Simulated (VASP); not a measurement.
Here is a VASP 6.6.1 calculation.

Contents of INCAR:

```
PREC     = Accurate       # precision mode
ENCUT    = 520            # plane-wave cutoff, eV
EDIFF    = 1E-6           # SCF threshold, eV
ISMEAR   = 0              # smearing method
SIGMA    = 0.1            # smearing width, eV
LREAL    = F              # projectors in reciprocal space
LASPH    = T              # aspherical terms in the spheres
NELM     = 200            # most SCF steps
ALGO     = Normal         # electronic algorithm
ISIF     = 2              # what is computed and relaxed
LWAVE    = F              # write WAVECAR
LCHARG   = T              # write CHGCAR
LMAXMIX  = 4              # l up to which the mixer works
LDAU     = T              # DFT+U
LDAUTYPE = 2            
LDAUL    = -1 2           # shell
LDAUU    = 0 8            # U, eV
LDAUJ    = 0 0          
LDAUPRINT= 1            
LDIPOL   = T            
IDIPOL   = 3            
DIPOL    = 0.5 0.5 0.335
GGA      = PE             # functional
LELF     = T              # ELF
LVHAR    = T            
LVACPOTAV= T            
NBANDS   = 42             # bands
GGA_COMPAT= F            
NELMDL   = -8
```

The input KPOINTS:

```
Automatic mesh
0
Gamma
  7 7 1
```

The input POSCAR:

```
CuGe4
1.0
    4.0740542205      0.0000000000      0.0000000000
    0.0000000000      4.0740542205      0.0000000000
    0.0000000000      0.0000000000     19.8557568590
Ge Cu
4 1
Direct
    0.0000000000      0.5000000000      0.2014529100
    0.0000000000      0.0000000000      0.2739958855
    0.5000000000      0.0000000000      0.3493666156
    0.5000000000      0.5000000000      0.4208228837
    1.0000000000      0.8750000000      0.4275277982
```

Potentials or basis: VASP PAW PBE potentials, release 64 (Ge_d, Cu).

Launch:

```sh
$ cat potpaw_PBE.64/Ge_d/POTCAR potpaw_PBE.64/Cu/POTCAR > POTCAR
$ mpirun -np 1 vasp_std > vasp.out
```

(1) Estimate the largest force.

(2) What does it give for the band gap on the k mesh?

Answers

(1) 0.813 eV/Å.

(2) zero (an odd number of electrons rules out a gap without spin polarisation).

Caveat: an odd number of electrons without spin polarisation forces a metal; a magnetic or distorted state may lie lower; U without spin polarisation on a metal has little footing; the U is typed as a test and isn't derived for this compound.
